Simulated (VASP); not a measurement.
# Mg4H in VASP: a series of runs

The runs below take Mg4H through single point, with PBE.

Program: VASP 6.6.1. These are calculated values, not measurements. Logs are shortened: lines on timing, memory, paths and dates and some standing lists are left out, and cuts for length are marked.

## Step 1: The cell of the first run

The cell holds a slab with vacuum, 10 atoms: a = 6.420 Å, b = 5.138 Å, c = 21.664 Å, α = 90.00°, β = 90.00°, γ = 90.00°.

## Step 2: Single point, PBE

The input, INCAR:

```
PREC = Accurate
ENCUT = 520
EDIFF = 1E-7
ISMEAR = 0
SIGMA = 0.1
LREAL = False
LASPH = True
NELM = 60
ALGO = Normal
ISIF = 2
LWAVE = False
LCHARG = False
LDIPOL = True
IDIPOL = 3
DIPOL = 0.5 0.5 0.300
GGA = PE
NBANDS = 20
```

The input, KPOINTS:

```
Automatic mesh
0
Gamma
  4 5 1
```

The input, POSCAR:

```
Mg4H
1.0
    6.4201385733      0.0000000000      0.0000000000
    0.0000000000      5.1379129567      0.0000000000
    0.0000000000      0.0000000000     21.6644777330
Mg H
8 2
Direct
    0.0000000000      0.7500000000      0.1846340378
    0.5000000000      0.7500000000      0.1846340378
    0.2500000000      0.2500000000      0.2274076137
    0.7500000000      0.2500000000      0.2274076137
    0.2500000000      0.7500000000      0.3173234500
    0.7500000000      0.7500000000      0.3173234500
    0.0000000000      0.2500000000      0.3537808678
    0.5000000000      0.2500000000      0.3537808678
    0.5436181618      0.0833333333      0.4188643661
    0.9563818382      0.0833333333      0.4188643661
```

Potentials or basis: VASP PAW PBE potentials, release 64 (Mg, H).

Command:

```
$ cat potpaw_PBE.64/Mg/POTCAR potpaw_PBE.64/H/POTCAR > POTCAR
$ mpirun -np 1 vasp_std > vasp.out
```

OUTCAR:

```text
PREC = Accurate
   ENCUT = 520
   EDIFF = 1E-7
   ISMEAR = 0
   LREAL = False
   LASPH = True
   NELM = 60
   ISIF = 2
   GGA = PE

 ion  position               nearest neighbor table
   1  0.000  0.750  0.185-   3 3.17   4 3.17   3 3.17   4 3.17   2 3.21   2 3.21   6 3.29   5 3.29

   2  0.500  0.750  0.185-   3 3.17   4 3.17   3 3.17   4 3.17   1 3.21   1 3.21   6 3.29   5 3.29

   3  0.250  0.250  0.227-   1 3.17   2 3.17   1 3.17   2 3.17   7 3.17   8 3.17   4 3.21   4 3.21
                             5 3.22   5 3.22
   4  0.750  0.250  0.227-   1 3.17   2 3.17   1 3.17   2 3.17   7 3.17   8 3.17   3 3.21   3 3.21
                             6 3.22   6 3.22
   5  0.250  0.750  0.317-   7 3.13   8 3.13   7 3.13   8 3.13   6 3.21   6 3.21   3 3.22   3 3.22
                             1 3.29   2 3.29
   6  0.750  0.750  0.317-   7 3.13   8 3.13   7 3.13   8 3.13   5 3.21   5 3.21   4 3.22   4 3.22
                             1 3.29   2 3.29
   7  0.000  0.250  0.354-  10 1.67   6 3.13   5 3.13   5 3.13   6 3.13   4 3.17   3 3.17   8 3.21
                             8 3.21
   8  0.500  0.250  0.354-   9 1.67   6 3.13   5 3.13   5 3.13   6 3.13   4 3.17   3 3.17   7 3.21
                             7 3.21
   9  0.544  0.083  0.419-   8 1.67
  10  0.956  0.083  0.419-   7 1.67

  LATTYP: Found a simple orthorhombic cell.
 ALAT       =     5.1379129567
 B/A-ratio  =     1.2495615686
 C/A-ratio  =     4.2165910391

  Lattice vectors:

 A1 = (   0.0000000000,  -5.1379129567,   0.0000000000)
 A2 = (   6.4201385733,   0.0000000000,   0.0000000000)
 A3 = (   0.0000000000,   0.0000000000,  21.6644777330)

Analysis of symmetry for initial positions (statically):
=====================================================================
 Subroutine PRICEL returns:
 Original cell was already a primitive cell.

 Routine SETGRP: Setting up the symmetry group for a
 simple orthorhombic supercell.

 Subroutine GETGRP returns: Found  2 space group operations
 (whereof  1 operations were pure point group operations)
 out of a pool of  8 trial point group operations.

The static configuration has the point symmetry C_1 .
 The point group associated with its full space group is C_1h.

Analysis of symmetry for dynamics (positions and initial velocities):
=====================================================================
 Subroutine PRICEL returns:
 Original cell was already a primitive cell.

 Routine SETGRP: Setting up the symmetry group for a
 simple orthorhombic supercell.

 Subroutine GETGRP returns: Found  2 space group operations
 (whereof  1 operations were pure point group operations)
 out of a pool of  8 trial point group operations.

The dynamic configuration has the point symmetry C_1 .
 The point group associated with its full space group is C_1h.

 Subroutine INISYM returns: Found  2 space group operations
 (whereof  1 operations are pure point group operations),
 and found     1 'primitive' translations

----------------------------------------------------------------------------------------

                                     Primitive cell

  volume of cell :     714.6269

  direct lattice vectors                    reciprocal lattice vectors
     6.420138573  0.000000000  0.000000000     0.155759878  0.000000000  0.000000000
     0.000000000  5.137912957  0.000000000     0.000000000  0.194631557  0.000000000
     0.000000000  0.000000000 21.664477733     0.000000000  0.000000000  0.046158509

  length of vectors
     6.420138573  5.137912957 21.664477733     0.155759878  0.194631557  0.046158509

  position of ions in fractional coordinates (direct lattice)
     0.000000000  0.750000000  0.184634038
     0.500000000  0.750000000  0.184634038
     0.250000000  0.250000000  0.227407614
     0.750000000  0.250000000  0.227407614
     0.250000000  0.750000000  0.317323450
     0.750000000  0.750000000  0.317323450
     0.000000000  0.250000000  0.353780868
     0.500000000  0.250000000  0.353780868
     0.543618162  0.083333333  0.418864366
     0.956381838  0.083333333  0.418864366

  ion indices of the primitive-cell ions
   primitive index   ion index
                 1           1
                 2           2
                 3           3
                 4           4
                 5           5
                 6           6
                 7           7
                 8           8
                 9           9
                10          10

----------------------------------------------------------------------------------------

 KPOINTS: Automatic mesh

Automatic generation of k-mesh.
 Grid dimensions read from file:
 generate k-points for:    4    5    1

 Generating k-lattice:

  Cartesian coordinates                     Fractional coordinates (reciprocal lattice)
     0.038939969  0.000000000  0.000000000     0.250000000  0.000000000  0.000000000
     0.000000000  0.038926311  0.000000000     0.000000000  0.200000000  0.000000000
     0.000000000  0.000000000  0.046158509     0.000000000  0.000000000  1.000000000

  Length of vectors
     0.038939969  0.038926311  0.046158509

  Shift w.r.t. Gamma in fractional coordinates (k-lattice)
     0.000000000  0.000000000  0.000000000

 Subroutine IBZKPT returns following result:
 ===========================================

 Found      9 irreducible k-points:

 Following reciprocal coordinates:
            Coordinates               Weight
  0.000000  0.000000  0.000000      1.000000
  0.250000  0.000000  0.000000      2.000000
  0.500000  0.000000  0.000000      1.000000
  0.000000  0.200000  0.000000      2.000000
  0.250000  0.200000  0.000000      4.000000
  0.500000  0.200000  0.000000      2.000000
  0.000000  0.400000  0.000000      2.000000
  0.250000  0.400000  0.000000      4.000000
  0.500000  0.400000  0.000000      2.000000
   k-points           NKPTS =      9   k-points in BZ     NKDIM =      9   number of bands    NBANDS=     20
   number of dos      NEDOS =    301   number of ions     NIONS =     10
   total plane-waves  NPLWV = 311040
   dimension x,y,z NGX =    48 NGY =   40 NGZ =  162
   dimension x,y,z NGXF=    96 NGYF=   80 NGZF=  324
   ions per type =               8   2
   NGX,Y,Z   is equivalent  to a cutoff of  12.43, 12.94, 12.43 a.u.
   NGXF,Y,Z  is equivalent  to a cutoff of  24.86, 25.89, 24.86 a.u.
 SYSTEM =  unknown system
   PREC   = accura    normal or accurate (medium, high low for compatibility)
   ISTART =      0    job   : 0-new  1-cont  2-samecut
   ICHARG =      2    charge: 1-file 2-atom 10-const
   ISPIN  =      1    spin polarized calculation?
   LNONCOLLINEAR =      F non collinear calculations
   LSORBIT =      F    spin-orbit coupling
   LASPH  =      T    aspherical Exc in radial PAW
   ENCUT  =  520.0 eV  38.22 Ry    6.18 a.u.  11.94  9.55 40.28*2*pi/ulx,y,z
   NELM   =     60;   NELMIN=  2; NELMDL= -5     # of ELM steps
   EDIFF  = 0.1E-06   stopping-criterion for ELM
   LREAL  =      F    real-space projection
   EDIFFG = 0.1E-05   stopping-criterion for IOM
   NSW    =      0    number of steps for IOM
   IBRION =     -1    ionic relax: 0-MD 1-quasi-New 2-CG
   NFREE  =      0    steps in history (QN), initial steepest desc. (CG)
   ISIF   =      2    stress and relaxation
   ISYM   =      2    0-nonsym 1-usesym 2-fastsym
   POTIM  = 0.5000    time-step for ionic-motion
   TEBEG  =    0.0;   TEEND  =   0.0 temperature during run
   PSTRESS=    0.0 pullay stress
   NELECT =      18.0000    total number of electrons
   NUPDOWN=      -1.0000    fix difference up-down
   EMIN   =  10.00;   EMAX   =-10.00  energy-range for DOS
   EFERMI =   0.00;   METHOD = LEGACY
   ISMEAR =     0;   SIGMA  =   0.10  broadening in eV -4-tet -1-fermi 0-gaus
   EFERMI_NEDOS =   21; number of points for ismear=-14 and -15
   IALGO  =     38    algorithm
   IMIX   =      4    mixing-type and parameters
     AMIX     =   0.40;   BMIX     =  1.00
     AMIX_MAG =   1.60;   BMIX_MAG =  1.00
  volume/ion in A,a.u.               =      71.46       482.25
  Fermi-wavevector in a.u.,A,eV,Ry     =   0.479887  0.906855  3.133310  0.230292
  Thomas-Fermi vector in A             =   1.477146
   LORBIT       =      0    0 simple, 1 ext, 2 COOP (PROOUT), +10 PAW based schemes
   GGA     = PE    functional components
   LHFCALC =     F    Hartree Fock is set to
   AEXX    =    0.0000 exact exchange contribution
   IVDW    =     0    specifies the selected vdW correction
   LEPSILON=     F    determine dielectric tensor
   LRPA    =     F    only Hartree local field effects (RPA)
 non-spin polarized calculation
 Gauss-broadening in eV      SIGMA  =   0.10
  energy-cutoff  :      520.00
  volume of cell :      714.63
 maximum number of plane-waves:     19292
 NGX is ok and might be reduce to    48
   NGX = 23   NGY = 19   NGZ = 81

 dipolmoment           0.000000      0.000000     -0.000030 electrons x Angstroem

 number of electron      18.0000000 magnetization

 dipolmoment           0.000000      0.000000      0.362465 electrons x Angstroem

 Free energy of the ion-electron system (eV)
  ---------------------------------------------------
  ext. energy  EPLUGINS =         0.00000000
  ---------------------------------------------------
  free energy    TOTEN  =       -14.89779854 eV

  energy without entropy =      -14.88124736  energy(sigma->0) =      -14.88952295

 E-fermi :  -2.5991     XC(G=0):  -3.0615

 val. band max:       -2.6378647338   @ k =   0.2500   0.2000   0.0000
 cond. band min:      -2.5045952222   @ k =   0.5000   0.0000   0.0000
 fundamental gap:      0.1332695115
 Fermi energy:        -2.5990610405

 k-point     1 :       0.0000    0.0000    0.0000
  band No.  band energies     occupation
      1      -8.6387      2.00000
      2      -6.8052      2.00000
      3      -5.2221      2.00000
      4      -5.0835      2.00000
      5      -4.7630      2.00000
      6      -4.0557      2.00000
[... 196 lines left out ...]
     19       1.7348      0.00000
     20       1.8261      0.00000

------------------------ aborting loop because EDIFF is reached ----------------------------------------

 vacuum level on the upper side and lower side of the slab       (xc-potential included)         0.941        -1.008

  FORCE on cell =-STRESS in cart. coord.  units (eV):
  Direction    XX          YY          ZZ          XY          YZ          ZX
  --------------------------------------------------------------------------------------
  -------------------------------------------------------------------------------------
  Total        0.3813700     -0.7773908     -0.2379484      0.0000000     -1.8990519      0.0000000
  in kB        0.8550228     -1.7428925     -0.5334748      0.0000000     -4.2576312      0.0000000
  external PRESSURE =      -0.4737815 kB  Pullay stress =       0.0000000 kB

 VOLUME and BASIS-vectors are now :
 -----------------------------------------------------------------------------
  energy-cutoff  :      520.00
  volume of cell :      714.63
      direct lattice vectors                 reciprocal lattice vectors
     6.420138573  0.000000000  0.000000000     0.155759878  0.000000000  0.000000000
     0.000000000  5.137912957  0.000000000     0.000000000  0.194631557  0.000000000
     0.000000000  0.000000000 21.664477733     0.000000000  0.000000000  0.046158509

 POSITION                                       TOTAL-FORCE (eV/Angst)
 -----------------------------------------------------------------------------------
      0.00000      3.85343      4.00000        -0.015875      0.073304      0.234583
      3.21007      3.85343      4.00000         0.015875      0.073304      0.234583
      1.60503      1.28448      4.92667         0.000000     -0.121447     -0.034045
      4.81510      1.28448      4.92667         0.000000     -0.074442     -0.079435
      1.60503      3.85343      6.87465         0.000000      0.032320     -0.093577
      4.81510      3.85343      6.87465         0.000000      0.160656      0.066882
      0.00000      1.28448      7.66448         0.165522      0.547726     -0.574854
      3.21007      1.28448      7.66448        -0.165522      0.547726     -0.574854
      3.49010      0.42816      9.07448        -0.008204     -0.619574      0.410359
      6.14010      0.42816      9.07448         0.008204     -0.619574      0.410359
 -----------------------------------------------------------------------------------
    total drift:                                0.000000      0.000285     -0.000334

  FREE ENERGIE OF THE ION-ELECTRON SYSTEM (eV)
  ---------------------------------------------------
  free  energy   TOTEN  =       -14.8977985359 eV

  energy  without entropy=      -14.8812473595  energy(sigma->0) =      -14.88952295

 vacuum level on the upper side and lower side of the slab         2.811         0.812
```

Run time: 6.9 min. Hardware: 1 thread of AMD EPYC 7R43 (Zen 3), shared host; peak memory 0.6 GiB.

What came out:

| Property | Result |
| --- | --- |
| Free energy | -14.8978 eV |
| Largest force | 0.811 eV/Å |
| Band gap on the k mesh | zero (band 9 reaches -1.84 eV, above the bottom of band 10 at -2.89 eV) |

Forces in eV/Å, atoms in the order of the input:
```
Mg  -0.016  0.073  0.235
Mg   0.016  0.073  0.235
Mg   0.000 -0.121 -0.034
Mg   0.000 -0.074 -0.079
Mg   0.000  0.032 -0.094
Mg   0.000  0.161  0.067
Mg   0.166  0.548 -0.575
Mg  -0.166  0.548 -0.575
H   -0.008 -0.620  0.410
H    0.008 -0.620  0.410
```

Levels at points of the mesh, in eV from the Fermi level:
| k point | band 6 | band 7 | band 8 | band 9 | band 10 | band 11 | band 12 | band 13 |
| --- | --- | --- | --- | --- | --- | --- | --- | --- |
| (0.00, 0.00, 0.00) | -1.46 | -0.74 | -0.44 | -0.08 | 0.36 | 0.63 | 1.41 | 2.15 |
| (0.50, 0.00, 0.00) | -1.33 | 0.09 | 0.11 | 0.76 | 0.76 | 0.93 | 1.12 | 1.74 |

## Step 3: Single point, PBE

The input, INCAR:

```
SYSTEM = Mg4H
  ALGO = Normal
  DIPOL = 0.5 0.5 0.303
  EDIFF = 1E-6
  ENCUT = 520
  GGA = PE
  IDIPOL = 3
  ISIF = 2
  ISMEAR = 0
  LASPH = .TRUE.
  LCHARG = .TRUE.
  LDIPOL = .TRUE.
  LELF = .TRUE.
  LREAL = .FALSE.
  LVACPOTAV = .TRUE.
  LVHAR = .TRUE.
  LWAVE = .FALSE.
  NBANDS = 20
  NELM = 60
  PREC = Accurate
  SIGMA = 0.1
```

The input, KPOINTS:

```
k-points
0
G
  4 5 1
  0 0 0
```

Changes to POSCAR since step 2:

```diff
@@ -16,3 +16,3 @@
     0.5000000000      0.2500000000      0.3537808678
-    0.5436181618      0.0833333333      0.4188643661
-    0.9563818382      0.0833333333      0.4188643661
+    0.6059999929      0.0833333333      0.4336350891
+    0.8940000071      0.0833333333      0.4336350891
```

Potentials or basis: VASP PAW PBE potentials, release 64 (Mg, H).

Command:

```
$ cat potpaw_PBE.64/Mg/POTCAR potpaw_PBE.64/H/POTCAR > POTCAR
$ mpirun -np 1 vasp_std > vasp.out
```

It took 3 min on 1 thread of AMD EPYC 7R13 (Zen 3), shared host; peak memory 0.62 GiB.

The run converged. Its results:

- Free energy: -14.3368 eV
- Largest force: 1.028 eV/Å
- Band gap on the k mesh: zero (band 9 reaches -1.86 eV, above the bottom of band 10 at -2.74 eV)

Forces in eV/Å, atoms in the order of the input:
```
Mg   0.056  0.061  0.219
Mg  -0.056  0.061  0.219
Mg   0.000 -0.082 -0.092
Mg   0.000 -0.060 -0.054
Mg   0.000  0.006 -0.039
Mg   0.000  0.087  0.102
Mg  -0.132 -0.236  0.803
Mg   0.132 -0.236  0.803
H   -0.234  0.201 -0.980
H    0.234  0.201 -0.980
```

Levels at points of the mesh, in eV from the Fermi level:
```csv
k point,band 7,band 8,band 9,band 10,band 11,band 12
"(0.00, 0.00, 0.00)",-0.78,-0.57,-0.13,0.10,0.73,1.28
"(0.50, 0.00, 0.00)",0.05,0.06,0.69,0.73,0.91,0.92
```

[end of part 1 of 2]
